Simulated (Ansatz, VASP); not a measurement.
## Cd in VASP and in Ansatz

```
Cd
1.0
    -1.62149   -0.92005   -2.43792
    -1.68928    3.00058   -0.04901
     3.16178    1.91622   -2.41221
Cd
2
Direct
  0.50043 0.50034 0.49997
  0.99957 0.99966 0.00003
```

Change from the starting cell: all atoms moved at random, sigma 0.1 Å a component, cell strained at random, sigma 0.03; relaxed back.

Alike in both runs: functional PBE; k mesh 12 × 10 × 8; occupations gaussian, width 0.15 eV; no spin polarisation.

Ansatz relaxed the structure, and its values are those at the end. VASP's run is a single point on that final structure, the one shown.

|  | VASP | Ansatz |
| --- | --- | --- |
| version | VASP 6.6.1 | Ansatz 0.2.0 |
| potentials or method | VASP PAW PBE potentials, release 64 (Cd), cutoff 520 eV | scalar-relativistic, plane waves, PAW |
| valence electrons in the cell | 24 | 40 |

VASP gave:

```
gap on the k mesh at the Fermi level (eV) : none
pressure (GPa)                            : -0.1
```

Task: What did Ansatz give for the same quantities?

Result: gap on the k mesh at the Fermi level (eV): none; pressure (GPa): -0.4.

A gap of «none» marks a metal or a gap that the smearing closes. VASP's potentials hold 24 valence electrons a cell and Ansatz's 40, so a difference there can come from the potentials and not from the codes. Ansatz's warnings: stress scf threshold loose.
